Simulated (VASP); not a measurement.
The system is TiO2.

```
Ti O
1.0
     4.60655    0.00000    0.00000
     0.00000    4.60655    0.00000
     0.00000    0.00000    2.84542
Ti O
2 4
Cartesian
  0.0000 0.0000 0.0000
  2.3033 2.3033 1.4227
  1.3769 1.3769 0.0000
  3.2297 3.2297 0.0000
  3.6802 0.9264 1.4227
  0.9264 3.6802 1.4227
```

| Item | Value |
| --- | --- |
| Program | VASP 6.6.1 |
| Task | relaxation of cell and atoms |
| Functional | PBEsol |
| Potentials or basis | VASP PAW PBE potentials, release 64 (Ti_sv, O) |
| Cutoff | 600 eV |
| k mesh | 6 × 6 × 10 |
| Occupations | gaussian, width 0.02 eV |
| Spin | no spin polarisation |

At the start: pressure 6.8 GPa; volume 10.06 Å³/atom.

Q: Where does the relaxation end?

A: Over 5 steps the energy falls by 21.3 meV/atom and the volume is 10.35 Å³/atom (+2.8 %); space group P4_2/mnm (No. 136, to 0.1 Å) before and after.

Step by step:
| step | energy change (eV) | largest force (eV/Å) | pressure (GPa) | volume (Å³) |
| --- | --- | --- | --- | --- |
| 1 | 0.0000 | 0.5542 | 6.78 | 60.38 |
| 2 | -0.0697 | 0.3129 | -7.87 | 64.15 |
| 3 | -0.1011 | 0.4026 | -3.02 | 62.76 |
| 4 | -0.1263 | 0.1172 | 0.72 | 61.92 |
| 5 | -0.1279 | 0.0087 | -0.03 | 62.09 |

Final structure:
```
Ti O
1.0
     4.59457    0.00000    0.00000
     0.00000    4.59457    0.00000
     0.00000    0.00000    2.94111
Ti O
2 4
Direct
  0.00000 0.00000 0.00000
  0.50000 0.50000 0.50000
  0.30441 0.30441 0.00000
  0.69559 0.69559 0.00000
  0.80441 0.19559 0.50000
  0.19559 0.80441 0.50000
```

Caveat: the PAW data sets were made with another functional, which shifts forces and pressure a little.
